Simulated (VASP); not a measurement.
# Li (Im-3m) in VASP: a series of runs, part 2 of 2

VASP 6.6.1.

## 4. Single point, r2SCAN+D3(BJ)

This run uses another cell than the first one, of 20.11 Å³/atom.

File POSCAR:

```
Li
1.0
   -1.7131480034      1.7131480034      1.7131480034
    1.7131480034     -1.7131480034      1.7131480034
    1.7131480034      1.7131480034     -1.7131480034
Li
1
Direct
    0.0000000000      0.0000000000      0.0000000000
```

File INCAR.step1:

```
PREC = Accurate
ENCUT = 520
ISMEAR = -1
SIGMA = 0.05
LREAL = False
LASPH = True
NELM = 100
NBANDS = 8
GGA = PE
ALGO = Normal
EDIFF = 1E-4
LWAVE = True
LCHARG = False
```

File INCAR.step2:

```
PREC = Accurate
ENCUT = 520
EDIFF = 1E-6
ISMEAR = -1
SIGMA = 0.05
LREAL = False
LASPH = True
NELM = 100
ALGO = Normal
ISIF = 2
LWAVE = False
LCHARG = True
METAGGA = R2SCAN
LMIXTAU = True
IVDW = 12
VDW_S6 = 1.0
VDW_S8 = 0.78981345
VDW_A1 = 0.49484001
VDW_A2 = 5.73083694
LELF = True
LVHAR = True
NBANDS = 8
ISTART = 1
```

File KPOINTS:

```
Automatic mesh
0
Gamma
  11 11 11
```

Potentials or basis: VASP PAW PBE potentials, release 64 (Li_sv).

Run with:

```
cat potpaw_PBE.64/Li_sv/POTCAR > POTCAR
cp INCAR.step1 INCAR
mpirun -np 1 vasp_std > vasp.out
cp INCAR.step2 INCAR
mpirun -np 1 vasp_std > vasp.out
```

OUTCAR:

```text
PREC = Accurate
   ENCUT = 520
   EDIFF = 1E-6
   ISMEAR = -1
   LREAL = False
   LASPH = True
   NELM = 100
   ISIF = 2
   METAGGA = R2SCAN
   IVDW = 12
   ISTART = 1
 IVDW          = 12

 ion  position               nearest neighbor table
   1  0.000  0.000  0.000-

  LATTYP: Found a body centered cubic cell.
 ALAT       =     3.4262960068

  Lattice vectors:

 A1 = (  -1.7131480034,   1.7131480034,   1.7131480034)
 A2 = (   1.7131480034,  -1.7131480034,   1.7131480034)
 A3 = (   1.7131480034,   1.7131480034,  -1.7131480034)

Analysis of symmetry for initial positions (statically):
=====================================================================
 Subroutine PRICEL returns:
 Original cell was already a primitive cell.

 Routine SETGRP: Setting up the symmetry group for a
 body centered cubic supercell.

 Subroutine GETGRP returns: Found 48 space group operations
 (whereof 48 operations were pure point group operations)
 out of a pool of 48 trial point group operations.

The static configuration has the point symmetry O_h .
[... 158 lines left out ...]

 E-fermi :   0.6703     XC(G=0):  -7.4683

 val. band max:        0.6665429510   @ k =   0.4545   0.0000   0.0000
 cond. band min:       0.8612101663   @ k =   0.1818   0.1818   0.1818
 fundamental gap:      0.1946672152
 Fermi energy:         0.6702862754

 k-point     1 :       0.0000    0.0000    0.0000
  band No.  band energies     occupation
      1     -47.3842      2.00000
      2      -3.2394      2.00000
      3      17.0413      0.00000
      4      17.0429      0.00000
      5      17.0429      0.00000
      6      21.3025      0.00000
      7      21.3028      0.00000
      8      21.3028      0.00000
[... 243 lines left out ...]
 k-point    24 :       0.3636    0.1818    0.0909
  band No.  band energies     occupation
      1     -47.3617      2.00000
      2       1.9967      0.00000
      3       4.2087      0.00000
      4       7.9989      0.00000
      5      10.9885      0.00000
      6      21.8853      0.00000
      7      23.0193      0.00000
      8      26.5777      0.00000

 [... further k-points ...]

------------------------ aborting loop because EDIFF is reached ----------------------------------------

 Edisp (eV)   -0.08047

 E8    (eV) :    -0.0260

  FORCE on cell =-STRESS in cart. coord.  units (eV):
  Direction    XX          YY          ZZ          XY          YZ          ZX
  --------------------------------------------------------------------------------------
  -------------------------------------------------------------------------------------
  Total      -0.04961    -0.04961    -0.04961    -0.00000     0.00000    -0.00000
  in kB      -3.95218    -3.95218    -3.95218    -0.00000     0.00000    -0.00000
  external pressure =       -3.95 kB  Pullay stress =        0.00 kB

 VOLUME and BASIS-vectors are now :
 -----------------------------------------------------------------------------
  energy-cutoff  :      520.00
  volume of cell :       20.11
      direct lattice vectors                 reciprocal lattice vectors
    -1.713148003  1.713148003  1.713148003     0.000000000  0.291860364  0.291860364
     1.713148003 -1.713148003  1.713148003     0.291860364  0.000000000  0.291860364
     1.713148003  1.713148003 -1.713148003     0.291860364  0.291860364  0.000000000

 POSITION                                       TOTAL-FORCE (eV/Angst)
 -----------------------------------------------------------------------------------
      0.00000      0.00000      0.00000        -0.000000      0.000000     -0.000000
 -----------------------------------------------------------------------------------
    total drift:                               -0.000000      0.000000      0.000000

  FREE ENERGIE OF THE ION-ELECTRON SYSTEM (eV)
  ---------------------------------------------------
  free  energy   TOTEN  =        -2.4649023568 eV

  energy  without entropy=       -2.4613705030  energy(sigma->0) =       -2.46313643
```

OUTCAR.step1:

```text
PREC = Accurate
   ENCUT = 520
   ISMEAR = -1
   LREAL = False
   LASPH = True
   NELM = 100
[... 479 lines left out ...]
 POSITION                                       TOTAL-FORCE (eV/Angst)
 -----------------------------------------------------------------------------------
      0.00000      0.00000      0.00000        -0.000000     -0.000000     -0.000000
 -----------------------------------------------------------------------------------
    total drift:                                0.000000      0.000000     -0.000000

  FREE ENERGIE OF THE ION-ELECTRON SYSTEM (eV)
  ---------------------------------------------------
  free  energy   TOTEN  =        -1.9097634670 eV

  energy  without entropy=       -1.9060196133  energy(sigma->0) =       -1.90789154
```

OSZICAR.step1:

```text
N       E                     dE             d eps       ncg     rms          rms(c)
DAV:   1    -0.232302649959E-01   -0.23230E-01   -0.71075E+02   904   0.254E+02
DAV:   2    -0.189190260517E+01   -0.18687E+01   -0.18141E+01  1312   0.353E+01
DAV:   3    -0.191109750173E+01   -0.19195E-01   -0.19192E-01  1048   0.294E+00
DAV:   4    -0.191133116816E+01   -0.23367E-03   -0.23366E-03  1336   0.284E-01
DAV:   5    -0.191133217332E+01   -0.10052E-05   -0.10052E-05  1064   0.118E-02    0.207E-01
DAV:   6    -0.191024968185E+01    0.10825E-02   -0.30257E-04  1392   0.647E-02    0.118E-01
DAV:   7    -0.190976534397E+01    0.48434E-03   -0.71619E-04  1336   0.104E-01    0.283E-02
DAV:   8    -0.190976346703E+01    0.18769E-05   -0.54261E-06   496   0.187E-02
   1 F= -.19097635E+01 E0= -.19078915E+01  d E =-.374385E-02
```

Run time: 23 s. Hardware: 1 thread of Intel Xeon Platinum 8488C (Sapphire Rapids), shared host; peak memory 0.14 GiB.

Results:

```yaml
Free_energy: -2.4649 eV
Band_gap_on_the_k_mesh: zero (an odd number of electrons rules out a gap without spin polarisation)
Dispersion_energy_per_atom: -0.080 eV
```

Levels at points of the mesh, in eV from the Fermi level:
```csv
k point,band 1,band 2,band 3,band 4,band 5,band 6
"(0.00, 0.00, 0.00)",-48.05,-3.91,16.37,16.37,16.37,20.63
```

Caveat: the cutoff is under 1.25 times the usual one of these potentials, so pressure, stress and relaxed cells hold a basis-set (Pulay) error; three body term missing; the PAW data sets were made with another functional, which shifts forces and pressure a little.

## 5. The runs side by side

| level | cell | gap on the mesh (eV) |
| --- | --- | --- |
| BLYP+D3(BJ) | a = 3.039 Å, angles 109.5°, 1 atom | none |
| r2SCAN+D3(BJ) | a = 2.963 Å, angles 109.5°, 1 atom | none |
| r2SCAN+D3(BJ) | a = 2.967 Å, angles 109.5°, 1 atom | none |

Alike in all rows: task single point; potentials or basis VASP PAW PBE potentials, release 64 (Li_sv); no spin polarisation; k mesh 11 × 11 × 11; cutoff (eV) 520; smearing fermi-dirac 0.05 eV.

Caveats: the cutoff is under 1.25 times the usual one of these potentials, so pressure, stress and relaxed cells hold a basis-set (Pulay) error; the PAW data sets were made with another functional, which shifts forces and pressure a little; three body term missing (at least some runs).

Absolute energies hang on the potentials; compare differences alone.
